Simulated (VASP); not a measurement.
# LiF (I4/mmm) in VASP: a series of runs, part 2 of 2

VASP 6.6.1. Earlier steps stand in the parts before.

## (3) Electric field gradients, PBE (equal xx and yy strain of +1 %)

Contents of INCAR:

```
PREC     = Accurate       # precision mode
ENCUT    = 520            # plane-wave cutoff, eV
EDIFF    = 1E-8           # SCF threshold, eV
ISMEAR   = -1             # smearing method
SIGMA    = 0.03           # smearing width, eV
LREAL    = False          # projectors in reciprocal space
LASPH    = True           # aspherical terms in the spheres
NELM     = 60             # most SCF steps
ALGO     = Normal         # electronic algorithm
ISIF     = 2              # what is computed and relaxed
LWAVE    = False          # write WAVECAR
LCHARG   = False          # write CHGCAR
GGA      = PE             # functional
LEFG     = True         
NBANDS   = 12             # bands
```

Contents of KPOINTS:

```
Automatic mesh
0
Gamma
  10 10 10
```

Contents of POSCAR:

```
LiF
1.0
    0.0000000000      2.0341400000      2.0140000000
    2.0341400000      0.0000000000      2.0140000000
    2.0341400000      2.0341400000      0.0000000000
Li F
1 1
Direct
    0.0000000000      0.0000000000      0.0000000000
    0.5000000000      0.5000000000      0.5000000000
```

Potentials or basis: VASP PAW PBE potentials, release 64 (Li_sv, F).

On the command line:

```sh
> cat potpaw_PBE.64/Li_sv/POTCAR potpaw_PBE.64/F/POTCAR > POTCAR
> mpirun -np 1 vasp_std > vasp.out
```

OUTCAR:

```text
PREC = Accurate
   ENCUT = 520
   EDIFF = 1E-8
   ISMEAR = -1
   LREAL = False
   LASPH = True
   NELM = 60
   ISIF = 2
   GGA = PE

 ion  position               nearest neighbor table
   1  0.000  0.000  0.000-   2 2.01   2 2.01   2 2.03   2 2.03   2 2.03   2 2.03
   2  0.500  0.500  0.500-   1 2.01   1 2.01   1 2.03   1 2.03   1 2.03   1 2.03

  LATTYP: Found a body centered tetragonal cell.
 ALAT       =     2.8767083758
 C/A-ratio  =     1.4002114479

  Lattice vectors:

 A1 = (   0.0000000000,  -2.0341400000,  -2.0140000000)
 A2 = (   0.0000000000,   2.0341400000,  -2.0140000000)
 A3 = (   2.0341400000,   0.0000000000,   2.0140000000)

Analysis of symmetry for initial positions (statically):
=====================================================================
 Subroutine PRICEL returns:
 Original cell was already a primitive cell.

 Routine SETGRP: Setting up the symmetry group for a
 body centered tetragonal supercell.

[... 550 lines left out ...]
  volume of cell :       16.67
      direct lattice vectors                 reciprocal lattice vectors
     0.000000000  2.034140000  2.014000000    -0.245804124  0.245804124  0.248262165
     2.034140000  0.000000000  2.014000000     0.245804124 -0.245804124  0.248262165
     2.034140000  2.034140000  0.000000000     0.245804124  0.245804124 -0.248262165

 POSITION                                       TOTAL-FORCE (eV/Angst)
 -----------------------------------------------------------------------------------
      0.00000      0.00000      0.00000        -0.000000      0.000000     -0.000000
      2.03414      2.03414      2.01400         0.000000     -0.000000      0.000000
 -----------------------------------------------------------------------------------
    total drift:                               -0.000000     -0.000000      0.000000

  FREE ENERGIE OF THE ION-ELECTRON SYSTEM (eV)
  ---------------------------------------------------
  free  energy   TOTEN  =        -9.6402731297 eV

  energy  without entropy=       -9.6402731297  energy(sigma->0) =       -9.64027313

 Electric field gradients (V/A^2)
---------------------------------------------------------------------
 ion       V_xx      V_yy      V_zz      V_xy      V_xz      V_yz
---------------------------------------------------------------------
   1       0.024     0.024    -0.047    -0.001    -0.002    -0.002
   2       0.168     0.168    -0.337    -0.001    -0.001    -0.001
---------------------------------------------------------------------

 Electric field gradients after diagonalization (V/A^2)
 (convention: |V_zz| > |V_xx| > |V_yy|)
----------------------------------------------------------------------
 ion       V_xx      V_yy      V_zz     asymmetry (V_yy - V_xx)/ V_zz
----------------------------------------------------------------------
   1       0.025     0.022    -0.047       0.058
   2       0.169     0.168    -0.337       0.003
----------------------------------------------------------------------

           NMR quadrupolar parameters

 Cq : quadrupolar parameter    Cq=e*Q*V_zz/h
 eta: asymmetry parameters     (V_yy - V_xx)/ V_zz
 Q  : nuclear electric quadrupole moment in mb (millibarn)
----------------------------------------------------------------------
 ion       Cq(MHz)       eta       Q (mb)
----------------------------------------------------------------------
   1      -0.000       0.058       1.000
   2      -0.001       0.003       1.000
----------------------------------------------------------------------
```

Run time: 10 s. Hardware: 1 thread of Intel Xeon 6975P-C (Granite Rapids), shared host; peak memory 0.14 GiB.

What came out:

```
Free energy            : -9.6403 eV
Band gap on the k mesh : 8.90 eV, direct
```

Levels at points of the mesh, in eV from the valence-band top:
```csv
k point,band 2,band 3,band 4,band 5,band 6,band 7,band 8,band 9
"(0.00, 0.00, 0.00)",-19.93,-0.02,0.00,0.00,8.90,23.62,23.62,23.85
"(0.50, 0.00, 0.00)",-19.51,-2.46,-0.24,-0.22,10.66,16.50,18.64,18.82
"(0.50, 0.50, 0.00)",-19.25,-2.92,-1.00,-1.00,14.74,16.28,17.22,19.90
"(0.50, 0.00, 0.50)",-19.26,-2.93,-1.00,-0.94,14.56,16.42,17.20,19.97
```

Electric field gradients, principal values (V/Å²):
```tsv
atom	least	middle	greatest (by size)
1 Li	0.022	0.025	-0.047
2 F	0.168	0.169	-0.337
```

Caveat: the cell differs from its parent crystal (equal xx and yy strain of +1 %); without QUAD_EFG the Cq values of the log hold for a quadrupole moment of 1 mb, not for the nuclei. A k mesh can miss the band edges.

## (4) Electric field gradients, PBE (equal xx and yy strain of +1 %)

Contents of INCAR:

```
SYSTEM = LiF
PREC = Accurate ; ENCUT = 520
EDIFF = 1E-8 ; ISMEAR = -1
SIGMA = 0.03 ; LREAL = .FALSE.
LASPH = .TRUE. ; NELM = 80
ALGO = Normal ; ISIF = 2
LWAVE = .FALSE. ; LCHARG = .FALSE.
GGA = PE ; LEFG = .TRUE.
NBANDS = 12
```

Contents of KPOINTS:

```
regular mesh
0
G
  10 10 10
  0 0 0
```

POSCAR is that of step 3.

Potentials or basis: VASP PAW PBE potentials, release 64 (Li_sv, F).

On the command line:

```sh
> cat potpaw_PBE.64/Li_sv/POTCAR potpaw_PBE.64/F/POTCAR > POTCAR
> mpirun -np 1 vasp_std > vasp.out
```

OUTCAR:

```text
SYSTEM = LiF
   PREC = Accurate
   ENCUT = 520
   EDIFF = 1E-8
   ISMEAR = -1
   LREAL = .FALSE.
   LASPH = .TRUE.
   NELM = 80
   ISIF = 2
   GGA = PE

 ion  position               nearest neighbor table
   1  0.000  0.000  0.000-   2 2.01   2 2.01   2 2.03   2 2.03   2 2.03   2 2.03
   2  0.500  0.500  0.500-   1 2.01   1 2.01   1 2.03   1 2.03   1 2.03   1 2.03

  LATTYP: Found a body centered tetragonal cell.
 ALAT       =     2.8767083758
 C/A-ratio  =     1.4002114479

  Lattice vectors:

[... 576 lines left out ...]
  ---------------------------------------------------
  free  energy   TOTEN  =        -9.6402731297 eV

  energy  without entropy=       -9.6402731297  energy(sigma->0) =       -9.64027313

 Electric field gradients (V/A^2)
---------------------------------------------------------------------
 ion       V_xx      V_yy      V_zz      V_xy      V_xz      V_yz
---------------------------------------------------------------------
   1       0.024     0.024    -0.047    -0.001    -0.002    -0.002
   2       0.168     0.168    -0.337    -0.001    -0.001    -0.001
---------------------------------------------------------------------

 Electric field gradients after diagonalization (V/A^2)
 (convention: |V_zz| > |V_xx| > |V_yy|)
----------------------------------------------------------------------
 ion       V_xx      V_yy      V_zz     asymmetry (V_yy - V_xx)/ V_zz
----------------------------------------------------------------------
   1       0.025     0.022    -0.047       0.058
   2       0.169     0.168    -0.337       0.003
----------------------------------------------------------------------

           NMR quadrupolar parameters

 Cq : quadrupolar parameter    Cq=e*Q*V_zz/h
 eta: asymmetry parameters     (V_yy - V_xx)/ V_zz
 Q  : nuclear electric quadrupole moment in mb (millibarn)
----------------------------------------------------------------------
 ion       Cq(MHz)       eta       Q (mb)
----------------------------------------------------------------------
   1      -0.000       0.058       1.000
   2      -0.001       0.003       1.000
----------------------------------------------------------------------
```

Run time: 10 s. Hardware: 1 thread of Intel Xeon 6975P-C (Granite Rapids), shared host; peak memory 0.13 GiB.

Results:

```yaml
Free_energy: -9.6403 eV
Band_gap_on_the_k_mesh: 8.90 eV, direct
```

Levels at points of the mesh, in eV from the valence-band top:
```csv
k point,band 3,band 4,band 5,band 6,band 7,band 8
"(0.00, 0.00, 0.00)",-0.02,0.00,0.00,8.90,23.62,23.62
"(0.50, 0.00, 0.00)",-2.46,-0.24,-0.22,10.66,16.50,18.64
"(0.50, 0.50, 0.00)",-2.92,-1.00,-1.00,14.74,16.28,17.22
"(0.50, 0.00, 0.50)",-2.93,-1.00,-0.94,14.56,16.42,17.20
```

Electric field gradients, principal values (V/Å²):
| atom | least | middle | greatest (by size) |
| --- | --- | --- | --- |
| 1 Li | 0.022 | 0.025 | -0.047 |
| 2 F | 0.168 | 0.169 | -0.337 |

Caveat: the cell differs from its parent crystal (equal xx and yy strain of +1 %); without QUAD_EFG the Cq values of the log hold for a quadrupole moment of 1 mb, not for the nuclei. A k mesh can miss the band edges.
